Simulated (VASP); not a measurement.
## Hf3H4: single point with PBE

The system is Hf3H4.

```
Hf H
1.0
     1.63788    0.94563    8.29426
    -1.63788    0.94563    8.29426
     0.00000   -1.89126    8.29426
Hf H
3 4
Cartesian
  0.0000 0.0000 19.2935
  0.0000 0.0000 5.5893
  0.0000 0.0000 0.0000
  0.0000 0.0000 21.3415
  0.0000 0.0000 3.5413
  0.0000 0.0000 17.2666
  0.0000 0.0000 7.6162
```

The cell was generated, and may not be a known phase.

```yaml
Program: VASP 6.6.1
Task: single point
Functional: PBE
Potentials_or_basis: VASP PAW PBE potentials, release 64 (Hf_pv, H)
Cutoff: 520 eV
k_mesh: 12 × 12 × 12
Occupations: gaussian, width 0.1 eV
Spin: no spin polarisation
```

| Property | Result |
| --- | --- |
| Pressure | -0.7 GPa |
| Largest force | 0.018 eV/Å |
| Band gap on the k mesh | zero (bands 17 and 18 overlap by 1.00 eV) |

Forces in eV/Å, atoms in the order of the input:
```
Hf   0.000  0.000  0.018
Hf   0.000  0.000 -0.018
Hf   0.000  0.000  0.000
H    0.000  0.000 -0.006
H    0.000  0.000  0.006
H    0.000  0.000 -0.004
H    0.000  0.000  0.004
```

Levels at points of the mesh, in eV from the Fermi level:
```csv
k point,band 15,band 16,band 17,band 18,band 19,band 20
"(0.00, 0.00, 0.00)",-0.06,-0.06,0.13,1.00,1.00,1.04
"(0.50, 0.00, 0.00)",-2.73,-1.47,-0.27,0.49,0.52,2.97
"(0.50, 0.50, 0.00)",-3.00,-0.85,-0.34,0.08,1.10,1.29
"(0.50, 0.50, 0.50)",-1.24,0.01,0.01,0.81,0.81,1.09
```

Run time: 45 min on 1 thread of Intel Xeon 8259CL, on a shared host, peak memory 0.75 GiB.

Caveat: spin-orbit coupling is left out, which moves the levels of the heavy elements.
